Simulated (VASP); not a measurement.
SmAgTe2: single point with PBE

Crystal: SmAgTe2.

```
Sm Ag Te
1.0
     2.23970    1.29309    6.97107
    -2.23970    1.29309    6.97107
     0.00000   -2.58618    6.97107
Sm Ag Te
1 1 2
Cartesian
  0.0000 0.0000 0.0000
  0.0000 0.0000 10.4566
  0.0000 0.0000 5.1664
  0.0000 0.0000 15.7468
```

The cell was built from a structure type or drawn by symmetry, and may not be a known phase.

- Program: VASP 6.6.1
- Task: single point
- Functional: PBE
- Potentials or basis: VASP PAW PBE potentials, release 64 (Sm_3, Ag, Te), 4f in core
- Cutoff: 500 eV
- k mesh: 6 × 6 × 6
- Occupations: gaussian, width 0.02 eV
- Spin: no spin polarisation

- Pressure: 0.1 GPa
- Largest force: 0.034 eV/Å
- Band gap on the k mesh: 0.82 eV (least direct gap 1.60 eV)

Forces on the atoms (eV/Å):
```
Sm   0.000  0.000  0.000
Ag   0.000  0.000  0.000
Te   0.000  0.000 -0.034
Te   0.000  0.000  0.034
```

Levels at points of the mesh, in eV from the valence-band top:
```
           k point  band 13  band 14  band 15  band 16  band 17  band 18  band 19  band 20  band 21  band 22
(0.00, 0.00, 0.00)    -1.53    -1.53    -0.56    -0.56    -0.25     1.67     1.69     1.69     2.21     3.03
(0.50, 0.00, 0.00)    -2.88    -2.80    -2.36    -0.93    -0.46     1.15     2.83     2.93     3.06     3.49
(0.50, 0.50, 0.00)    -3.18    -1.76    -1.46    -1.29    -0.91     0.82     1.48     3.02     3.11     3.31
(0.50, 0.50, 0.50)    -2.44    -2.00    -2.00     0.00     0.00     1.60     1.62     1.62     3.46     3.46
```

Run time: 90 s on 1 thread of Intel(R) Xeon(R) 6975P-C (Granite Rapids), on a shared host, peak memory 0.44 GiB.

Caveat: spin-orbit coupling is left out, which moves the levels of the heavy elements; the 4f electrons are frozen in the core, so they carry no moment and show no levels. A k mesh can miss the band edges.
